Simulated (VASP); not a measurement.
Runs of VASP 6.6.1 on CaIrN2. The structure is that of space group R-3m (No. 166), or close to it. The cells are those of the table. 

| cell | gap on the mesh (eV) | pressure (GPa) | largest force (eV/Å) |
| --- | --- | --- | --- |
| a = 5.359 Å, angles 35.8°, 4 atoms | none | -0.4 | 0.03 |
| a = 5.565 Å, angles 35.8°, 4 atoms | none | -18.6 | 0.49 |
| a = 5.430 Å, angles 35.8°, 4 atoms | none | (b) | 0.18 |
| a = 5.135 Å, angles 35.8°, 4 atoms | none | (a) | 0.97 |
| a = 5.498 Å, angles 35.8°, 4 atoms | none | -13.9 | 0.35 |

Alike in all rows: task single point; level PBE; potentials or basis VASP PAW PBE potentials, release 64 (Ca_sv, Ir, N); no spin polarisation; k mesh 8 × 8 × 8; cutoff (eV) 600; smearing fermi-dirac 0.1 eV.

Problem. Estimate the missing entries.

Solution. (a) 35.7; (b) -8.0.

Caveats: spin-orbit coupling is left out, which moves the levels of the heavy elements; the cell stands under tension (at least some runs); the cell stands under pressure (at least some runs).

A k mesh can miss the band edges, and the runs leave out spin-orbit coupling on Ir.

A gap of «none» marks levels without a gap at the run's occupations.
